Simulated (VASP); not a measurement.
A run of VASP 6.6.1 is set up as follows.

INCAR

```
SYSTEM = Si2Ni
ALGO = Normal ; EDIFF = 1E-6
ENCUT = 520 ; GGA = PE
ISIF = 2 ; ISMEAR = -1
ISPIN = 2 ; LASPH = .True.
LCHARG = .False. ; LMAXMIX = 4
LORBIT = 11 ; LREAL = .False.
LWAVE = .False. ; MAGMOM = 1 0 0
NBANDS = 20 ; NELM = 150
PREC = Accurate ; SIGMA = 0.05
```

Contents of KPOINTS:

```
k-points
0
Gamma
  9 9 9
  0 0 0
```

POSCAR

```
Si2Ni
1.0
    0.0000000000      2.6848585138      2.6848585138
    2.6848585138      0.0000000000      2.6848585138
    2.6848585138      2.6848585138      0.0000000000
Ni Si
1 2
Direct
    0.0000000000      0.0000000000      0.0000000000
    0.7500000000      0.7500000000      0.7500000000
    0.2500000000      0.2500000000      0.2500000000
```

Potentials or basis: VASP PAW PBE potentials, release 64 (Ni, Si).

Launch:

```bash
$ cat potpaw_PBE.64/Ni/POTCAR potpaw_PBE.64/Si/POTCAR > POTCAR
$ mpirun -np 1 vasp_std > vasp.out
```

Problem. Predict the pressure.

Solution. 7.0 GPa.

Problem. Predict the band gap on the k mesh.

Solution. Zero (filled and empty bands overlap).

Problem. Predict the net moment.

Solution. 0.00 μB per cell.
